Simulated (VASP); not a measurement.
Wanted: the native input for a VASP 6.6.1 run.

| Property | Result |
| --- | --- |
| Task | single point |
| Functional | LDA |
| Potentials or basis | VASP PAW LDA potentials, release 64 (Zn, Se) |
| Cutoff | 500 eV |
| k mesh | 8 × 8 × 8 |
| Occupations | gaussian, width 0.02 eV |
| Spin | no spin polarisation |
| Dipole correction | no |
| Further INCAR settings | ALGO = Normal; EDIFF = 1e-06; NBANDS = 16 |

The structure of ZnSe lies in POSCAR:

```
ZnSe
1.0
    0.0000000000      2.8658805344      2.8658805344
    2.8658805344      0.0000000000      2.8658805344
    2.8658805344      2.8658805344      0.0000000000
Zn Se
1 1
Direct
    0.0000000000      0.0000000000      0.0000000000
    0.2500000000      0.2500000000      0.2500000000
```

The input as run:

INCAR

```
PREC = Accurate
ENCUT = 500
EDIFF = 1E-6
ISMEAR = 0
SIGMA = 0.02
LREAL = False
LASPH = True
NELM = 120
ALGO = Normal
ISIF = 2
LWAVE = False
LCHARG = True
GGA = CA
LELF = True
LVHAR = True
NBANDS = 16
GGA_COMPAT = False
```

KPOINTS

```
regular mesh
0
Gamma
  8 8 8
```

Potentials or basis: VASP PAW LDA potentials, release 64 (Zn, Se).

The run is started by

```bash
$ cat potpaw_LDA.64/Zn/POTCAR potpaw_LDA.64/Se/POTCAR > POTCAR
$ mpirun -np 1 vasp_std > vasp.out
```

It gave:

```
Pressure               : -4.9 GPa
Band gap on the k mesh : 0.93 eV, direct
```

Wall time 33 s on 1 thread of Intel Xeon 8259CL, on a shared host, peak memory 0.15 GiB.
